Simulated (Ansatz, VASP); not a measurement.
Two plane-wave programs on FeCo3

```
Fe Co
1.0
     3.53570    0.00000    0.00000
     0.00000    3.53570    0.00000
     0.00000    0.00000    3.53570
Fe Co
1 3
Direct
  0.00000 0.00000 0.00000
  0.50000 0.50000 0.00000
  0.50000 0.00000 0.50000
  0.00000 0.50000 0.50000
```

Alike in both runs: task single point; functional PBEsol; k mesh 12 × 12 × 12; occupations gaussian, width 0.1 eV; no spin polarisation.

```csv
,VASP,Ansatz
version,VASP 6.6.1,Ansatz 0.2.0
potentials or method,"VASP PAW PBE potentials, release 64 (Fe, Co), cutoff 520 eV","scalar-relativistic, plane waves, PAW"
valence electrons in the cell,35,67
```

Ansatz gave:

- gap on the k mesh at the Fermi level (eV): none
- pressure (GPa): -25.8

**Question.** Which values does VASP return?

**Answer.** gap on the k mesh at the Fermi level (eV): none; pressure (GPa): -26.0.

VASP's potentials were made for PBE, not for PBEsol. A gap of «none» marks a metal or a gap that the smearing closes. The functional is the same, so the differences come from potentials, cutoffs and numerics. VASP's potentials hold 35 valence electrons a cell and Ansatz's 67, so a difference there can come from the potentials and not from the codes.
